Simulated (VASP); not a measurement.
Set up this calculation in VASP 6.6.1, as the native input.

| Item | Value |
| --- | --- |
| Task | single point |
| Functional | r2SCAN |
| Potentials or basis | VASP PAW PBE potentials, release 64 (W_sv) |
| Cutoff | 520 eV |
| k mesh | 16 × 16 × 16 |
| Occupations | gaussian, width 0.1 eV |
| Spin | no spin polarisation |
| Dipole correction | no |
| Further INCAR settings | ALGO = Normal; EDIFF = 1e-06; NBANDS = 21 |

Crystal: W.

```
W
1.0
     3.16840    0.00000    0.00000
     0.00000    3.16840    0.00000
     0.00000    0.00000    3.16840
W
2
Direct
  0.00000 0.00000 0.00000
  0.50000 0.50000 0.50000
```

These files were run (other wordings do the same):

POSCAR

```
W
1.0
    3.1684010704      0.0000000000      0.0000000000
    0.0000000000      3.1684010704      0.0000000000
    0.0000000000      0.0000000000      3.1684010704
W
2
Direct
    0.0000000000      0.0000000000      0.0000000000
    0.5000000000      0.5000000000      0.5000000000
```

INCAR.step1

```
PREC = Accurate ; ENCUT = 520
ISMEAR = 0 ; SIGMA = 0.1
LREAL = F ; LASPH = T
NELM = 80 ; NBANDS = 21
GGA = PE ; ALGO = Normal
EDIFF = 1E-4 ; LWAVE = T
LCHARG = F
```

INCAR.step2

```
PREC = Accurate ; ENCUT = 520
EDIFF = 1E-6 ; ISMEAR = 0
SIGMA = 0.1 ; LREAL = F
LASPH = T ; NELM = 80
ALGO = Normal ; ISIF = 2
LWAVE = F ; LCHARG = T
METAGGA = R2SCAN ; LMIXTAU = T
LELF = T ; LVHAR = T
NBANDS = 21 ; ISTART = 1
```

KPOINTS

```
regular mesh
0
Gamma
  16 16 16
```

Potentials or basis: VASP PAW PBE potentials, release 64 (W_sv).

The run is started by

```console
$ cat potpaw_PBE.64/W_sv/POTCAR > POTCAR
$ cp INCAR.step1 INCAR
$ mpirun -np 1 vasp_std > vasp.out
$ cp INCAR.step2 INCAR
$ mpirun -np 1 vasp_std > vasp.out
```

Results of the run:

```json
{
 "Pressure": "1.4 GPa",
 "Band gap on the k mesh": "zero (bands 14 and 15 overlap by 1.10 eV)"
}
```

Caveat: the PAW data sets were made with another functional, which shifts forces and pressure a little; spin-orbit coupling is left out, which moves the levels of the heavy elements.

Wall time 2.4 min on 1 thread of AMD EPYC 9R45 96-Core Processor (Zen 5), on a shared host, peak memory 0.18 GiB.
